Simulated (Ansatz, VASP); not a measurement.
# TaN in VASP and in Ansatz

```xyz
2
Lattice="0.0000 2.0701 2.0701 2.0701 0.0000 2.0701 2.0701 2.0701 0.0000" Properties=species:S:1:pos:R:3 pbc="T T T"
Ta    2.0701    2.0701    2.0701
N     0.0000    0.0000    0.0000
```

Change from the starting cell: strain -0.050 along x and y, -0.050 along z, atoms carried along.

Alike in both runs: task single point; functional PBE; k mesh 18 × 18 × 18; occupations gaussian, width 0.15 eV; no spin polarisation.

```csv
,VASP,Ansatz
version,VASP 6.6.1,Ansatz 0.2.0
potentials or method,"VASP PAW PBE potentials, release 64 (Ta_pv, N), cutoff 520 eV","scalar-relativistic, plane waves, PAW"
valence electrons in the cell,16,18
```

|  | VASP | Ansatz | Ansatz less VASP |
| --- | --- | --- | --- |
| gap on the k mesh at the Fermi level (eV) | none | none | - |
| pressure (GPa) | 100.4 | 98.2 | -2.25 |

A gap of «none» marks a metal or a gap that the smearing closes. Both programs put the cell under a high pressure, so it lies far from rest at this level. VASP's potentials hold 16 valence electrons a cell and Ansatz's 18, so a difference there can come from the potentials and not from the codes.

Spin-orbit coupling is off throughout. Noted on VASP's run: the cell as given lies far from equilibrium.
